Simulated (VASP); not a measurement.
Here is a VASP 6.6.1 calculation.

The input POSCAR:

```
Cu
1.0
    4.0653641883      0.0000000000      0.0000000000
   -2.0326820941      3.5207086627      0.0000000000
    0.0000000000      0.0000000000      2.4401480693
Cu
3
Direct
    1.0000000000      1.0000000000      0.0000000000
    0.3333333333      0.6666666667      0.5000000000
    0.6666666667      0.3333333333      0.5000000000
```

Contents of INCAR.step1:

```
PREC = Accurate
ENCUT = 520
ISMEAR = -1
SIGMA = 0.1
LREAL = F
LASPH = T
NELM = 80
NBANDS = 24
GGA = PE
ALGO = Normal
EDIFF = 1E-4
LWAVE = T
LCHARG = F
```

File INCAR.step2:

```
PREC = Accurate
ENCUT = 520
EDIFF = 1E-6
ISMEAR = -1
SIGMA = 0.1
LREAL = F
LASPH = T
NELM = 80
ALGO = Normal
ISIF = 2
LWAVE = F
LCHARG = F
METAGGA = R2SCAN
LMIXTAU = T
NBANDS = 24
ISTART = 1
```

KPOINTS

```
Automatic mesh
0
Gamma
  9 9 13
```

Potentials or basis: VASP PAW PBE potentials, release 64 (Cu).

Launch:

```console
$ cat potpaw_PBE.64/Cu/POTCAR > POTCAR
$ cp INCAR.step1 INCAR
$ mpirun -np 1 vasp_std > vasp.out
$ cp INCAR.step2 INCAR
$ mpirun -np 1 vasp_std > vasp.out
```

**Question.** Predict the pressure.

**Answer.** 0.5 GPa.

Stress tensor (GPa, compression positive):
```
0.56 0.00 0.00
0.00 0.56 0.00
0.00 0.00 0.40
```

Caveat: the PAW data sets were made with another functional, which shifts forces and pressure a little.
